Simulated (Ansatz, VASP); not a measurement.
**AlCo in VASP and in Ansatz**

Contents of INCAR:

```
  PREC = Accurate
  ENCUT = 520
  EDIFF = 1E-6
  ISMEAR = 0
  SIGMA = 0.15
  LREAL = F
  LASPH = T
  NELM = 80
  ALGO = Fast
  ISIF = 2
  LWAVE = F
  LCHARG = F
  GGA = PS
  NBANDS = 13
```

KPOINTS

```
regular mesh
0
Gamma
  16 16 16
```

The input POSCAR:

```
AlCo
1.0
    2.8194032100      0.0000000000      0.0000000000
    0.0000000000      2.8194032100      0.0000000000
    0.0000000000      0.0000000000      2.8194032100
Al Co
1 1
Direct
    0.0000000000      0.0000000000      0.0000000000
    0.5931048099      0.5000000000      0.5000000000
```

Input for Ansatz:

```yaml
crystal:
  lattice:
    - [2.81940321, 0.0, 0.0]
    - [0.0, 2.81940321, 0.0]
    - [0.0, 0.0, 2.81940321]
  atoms:
    - { symbol: Al, position: [0.0, 0.0, 0.0] }
    - { symbol: Co, position: [0.5931048099, 0.5, 0.5] }
basis:
  ecutwfc: 420
kpoints:
  mp_grid: { grid: [16, 16, 16] }
hamiltonian:
  xc: pbesol
scf:
  occupations: { method: gaussian, width: 0.15 }
output:
  forces: true
  stress: true
  eigenvalues: true
```

Change from the starting cell: all Co atoms moved +0.263 Å, as atom 2 along Cartesian [1 0 0].

Alike in both runs: task single point; functional PBEsol; k mesh 16 × 16 × 16; occupations gaussian, width 0.15 eV; no spin polarisation.

```csv
,VASP,Ansatz
version,VASP 6.6.1,Ansatz 0.2.0
potentials or method,"VASP PAW PBE potentials, release 64 (Al, Co), cutoff 520 eV","scalar-relativistic, plane waves, PAW"
valence electrons in the cell,12,20
```

|  | VASP | Ansatz | Ansatz less VASP |
| --- | --- | --- | --- |
| gap on the k mesh at the Fermi level (eV) | none | none | - |
| pressure (GPa) | 6.2 | 6.2 | +0.01 |
| traceless stress, the component that is largest in VASP (GPa) | -3.18 | -3.11 | +0.063 |
| rms of the force components (eV/Å) | 1.206 | 1.198 | -0.0072 |

VASP's potentials were made for PBE, not for PBEsol. Atom by atom the forces differ by 0.007 eV/Å (rms over components). A gap of «none» marks a metal or a gap that the smearing closes. VASP's potentials hold 12 valence electrons a cell and Ansatz's 20, so a difference there can come from the potentials and not from the codes.
